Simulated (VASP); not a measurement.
LiVB2: single point with r2SCAN

LiVB2:

```
V B Li
1.0
     2.80774    0.00000    0.00000
    -1.40387    2.43158    0.00000
    -1.40387    0.81053    4.87317
V B Li
1 2 1
Cartesian
  0.0000 1.6211 2.4366
  -1.4039 2.4316 3.5350
  1.4039 0.8105 1.3382
  0.0000 0.0000 0.0000
```

* Program: VASP 6.6.1
* Task: single point
* Functional: r2SCAN
* Potentials or basis: VASP PAW PBE potentials, release 64 (V_sv, B, Li_sv)
* Cutoff: 520 eV
* k mesh: 10 × 10 × 10
* Occupations: fermi-dirac, width 0.1 eV
* Spin: no spin polarisation
* Dipole correction: no
* Further INCAR settings: ALGO = Normal; EDIFF = 1e-06; NBANDS = 19

```
Largest force          : 1.773 eV/Å
Band gap on the k mesh : zero (bands 11 and 12 overlap by 2.00 eV)
```

Forces in eV/Å, atoms in the order of the input:
```
V    0.000  0.000  0.000
B    0.000  0.000  1.773
B    0.000  0.000 -1.773
Li   0.000  0.000  0.000
```

Levels at points of the mesh, in eV from the Fermi level:
```
           k point  band 9  band 10  band 11  band 12  band 13  band 14
(0.00, 0.00, 0.00)   -2.27    -2.27     1.40     1.40     2.88     4.65
(0.50, 0.00, 0.00)   -3.79    -1.88    -1.72     1.18     1.97     2.99
(0.50, 0.50, 0.00)   -4.13    -1.64    -1.30     1.16     2.09     2.13
(0.00, 0.00, 0.50)   -2.25    -2.25     1.41     1.41     1.62     5.15
```

Run time: 5.8 min on 1 thread of Oxide Virtual Turin-like Processor, on a shared host, peak memory 0.19 GiB.

Caveat: the PAW data sets were made with another functional, which shifts forces and pressure a little.
